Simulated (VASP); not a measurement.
Set up this calculation in VASP 6.6.1, as the native input.

```
Task                   : relaxation of cell and atoms
Functional             : PBE
Potentials or basis    : VASP PAW PBE potentials, release 64 (W_sv, S)
Cutoff                 : 600 eV
k mesh                 : 10 × 10 × 3
Occupations            : fermi-dirac, width 0.05 eV
Spin                   : no spin polarisation
Target pressure        : 2 GPa
Dipole correction      : no
Further INCAR settings : ALGO = Normal; EDIFF = 1e-07; IBRION = 2; EDIFFG = -0.01; NSW = 60; ISIF = 3
```

The structure of WS2 lies in POSCAR:

```
WS2
1.0
    3.1800000000      0.0000000000      0.0000000000
   -1.5900000000      2.7539607840      0.0000000000
    0.0000000000      0.0000000000     12.5000000000
W S
2 4
Direct
    0.6666666667      0.3333333333      0.7500000000
    0.3333333333      0.6666666667      0.2500000000
    0.6666666667      0.3333333333      0.3750000000
    0.3333333333      0.6666666667      0.8750000000
    0.6666666667      0.3333333333      0.1250000000
    0.3333333333      0.6666666667      0.6250000000
```

The input as run:

INCAR

```
SYSTEM = WS2
  PREC = Accurate
  ENCUT = 600
  EDIFF = 1E-7
  ISMEAR = -1
  SIGMA = 0.05
  LREAL = .False.
  LASPH = .True.
  NELM = 80
  ALGO = Normal
  ISIF = 3
  LWAVE = .False.
  LCHARG = .False.
  GGA = PE
  IBRION = 2
  NSW = 60
  EDIFFG = -0.01
  PSTRESS = 20.0
```

KPOINTS

```
Automatic mesh
0
Gamma
  10 10 3
  0 0 0
```

Potentials or basis: VASP PAW PBE potentials, release 64 (W_sv, S).

The run is started by

```sh
$ cat potpaw_PBE.64/W_sv/POTCAR potpaw_PBE.64/S/POTCAR > POTCAR
$ mpirun -np 1 vasp_std > vasp.out
```

It gave:

| Quantity | Value |
| --- | --- |
| Relaxed volume | 18.34 Å³/atom |
| Relaxed cell | a = 3.171 Å, b = 3.171 Å, c = 12.634 Å, α = 90.00°, β = 90.00°, γ = 120.00° |
| Space group after relaxing (to 0.1 Å) | P6_3/mmc (No. 194) |
| Energy change on relaxing (the run minimises the enthalpy) | -1.9 meV/atom |
| Ionic steps | 11 |
| Pressure after relaxing | 1.9 GPa |
| Largest force after relaxing | 0.008 eV/Å |
| Band gap on the k mesh | 1.19 eV (least direct gap 2.13 eV) |

Caveat: the cell is relaxed towards a set pressure, so the run minimises the enthalpy, not the energy; spin-orbit coupling is left out, which moves the levels of the heavy elements; an odd mesh through Γ misses points on the zone boundary, where band edges can lie; this functional lacks dispersion, which binds the layers, so the pressure and a relaxed spacing across them are unreliable.

It took 11 min on 1 thread of AMD EPYC 7R13 Processor (Zen 3), on a shared host, peak memory 0.3 GiB.
